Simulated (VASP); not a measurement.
MgCdSe2:

```
Mg Cd Se
1.0
     1.93603    1.11777    6.32305
    -1.93603    1.11777    6.32305
     0.00000   -2.23553    6.32305
Mg Cd Se
1 1 2
Direct
  0.50000 0.50000 0.50000
  0.00000 0.00000 0.00000
  0.25000 0.25000 0.25000
  0.75000 0.75000 0.75000
```

* Program: VASP 6.6.1
* Task: relaxation of cell and atoms
* Functional: PBE
* Potentials or basis: VASP PAW PBE potentials, release 64 (Mg, Cd, Se)
* Cutoff: 600 eV
* k mesh: 6 × 6 × 6
* Occupations: gaussian, width 0.1 eV
* Spin: no spin polarisation

At the start: pressure 6.9 GPa; volume 20.52 Å³/atom.

Problem. Where does the relaxation end?

Solution. Over 5 steps the energy falls by 48.6 meV/atom and the volume is 22.30 Å³/atom (+8.6 %); space group R-3m (No. 166, to 0.1 Å) before and after.

The path:
```tsv
step	energy change (eV)	largest force (eV/Å)	pressure (GPa)	volume (Å³)
1	0.0000	0.7694	6.87	82.10
2	-0.1625	0.2127	-2.08	93.00
3	-0.1793	0.3192	-0.34	90.17
4	-0.1880	0.2119	-0.17	89.83
5	-0.1944	0.0055	0.15	89.20
```

Final structure:
```cif
data_structure
_symmetry_space_group_name_H-M 'P 1'
_symmetry_Int_Tables_number 1
_cell_length_a 6.8845
_cell_length_b 6.8845
_cell_length_c 6.8845
_cell_angle_alpha 33.638
_cell_angle_beta 33.638
_cell_angle_gamma 33.638
_cell_volume 89.20
loop_
_atom_site_label
_atom_site_type_symbol
_atom_site_fract_x
_atom_site_fract_y
_atom_site_fract_z
_atom_site_occupancy
Mg1 Mg 0.50000 0.50000 0.50000 1
Cd1 Cd 0.00000 0.00000 0.00000 1
Se1 Se 0.24624 0.24624 0.24624 1
Se2 Se 0.75376 0.75376 0.75376 1
```
